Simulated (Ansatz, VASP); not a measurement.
**Two plane-wave programs on ZrSc3F2**

Contents of INCAR:

```
PREC     = Accurate       # precision mode
ENCUT    = 520            # plane-wave cutoff, eV
EDIFF    = 1E-6           # SCF threshold, eV
ISMEAR   = 0              # smearing method
SIGMA    = 0.1            # smearing width, eV
LREAL    = False          # projectors in reciprocal space
LASPH    = True           # aspherical terms in the spheres
NELM     = 80             # most SCF steps
ALGO     = Normal         # electronic algorithm
ISIF     = 2              # what is computed and relaxed
LWAVE    = False          # write WAVECAR
LCHARG   = False          # write CHGCAR
GGA      = PE             # functional
NBANDS   = 38             # bands
```

Contents of KPOINTS:

```
regular mesh
0
Gamma
  6 6 6
```

Contents of POSCAR:

```
ZrSc3F2
1.0
    5.5488926900      0.0000000000      0.0000000000
   -2.7744463400      4.8054820300      0.0000000000
    0.0000000000      0.0000000000      3.3788199600
Zr Sc F
1 3 2
Direct
    0.0000000000      0.0000000000      0.0000000000
    0.5000000000      0.0000000000      0.5000000000
    0.5000000000      0.5000000000      0.5000000000
    0.0000000000      0.5000000000      0.5000000000
    0.3333333300      0.6666666700      0.0000000000
    0.6666666700      0.3333333300      0.0000000000
```

Input for Ansatz:

```yaml
crystal:
  lattice:
    - [5.54889269, 0.0, 0.0]
    - [-2.77444634, 4.80548203, 0.0]
    - [0.0, 0.0, 3.37881996]
  atoms:
    - { symbol: Zr, position: [0.0, 0.0, 0.0] }
    - { symbol: Sc, position: [0.5, 0.0, 0.5] }
    - { symbol: Sc, position: [0.5, 0.5, 0.5] }
    - { symbol: Sc, position: [0.0, 0.5, 0.5] }
    - { symbol: F, position: [0.33333333, 0.66666667, 0.0] }
    - { symbol: F, position: [0.66666667, 0.33333333, 0.0] }
basis:
  ecutwfc: 420
kpoints:
  mp_grid: { grid: [6, 6, 6] }
hamiltonian:
  xc: pbe
scf:
  occupations: { method: gaussian, width: 0.1 }
  lower_state_search: "off"
output:
  forces: true
  stress: true
  eigenvalues: true
```

Change from the starting cell: species swapped into the ScCo3B2 type (P6/mmm, No. 191).

Alike in both runs: task single point; functional PBE; k mesh 6 × 6 × 6; occupations gaussian, width 0.1 eV; no spin polarisation.

|  | VASP | Ansatz |
| --- | --- | --- |
| version | VASP 6.6.1 | Ansatz 0.2.0 |
| potentials or method | VASP PAW PBE potentials, release 64 (Zr_sv, Sc_sv, F), cutoff 520 eV | scalar-relativistic, plane waves, PAW |
| valence electrons in the cell | 59 | 59 |

|  | VASP | Ansatz | Ansatz less VASP |
| --- | --- | --- | --- |
| gap on the k mesh at the Fermi level (eV) | none | none | - |
| pressure (GPa) | 16.9 | 16.6 | -0.25 |
| traceless stress, the component that is largest in VASP (GPa) | -15.43 | -15.55 | -0.117 |

A gap of «none» marks a metal or a gap that the smearing closes.
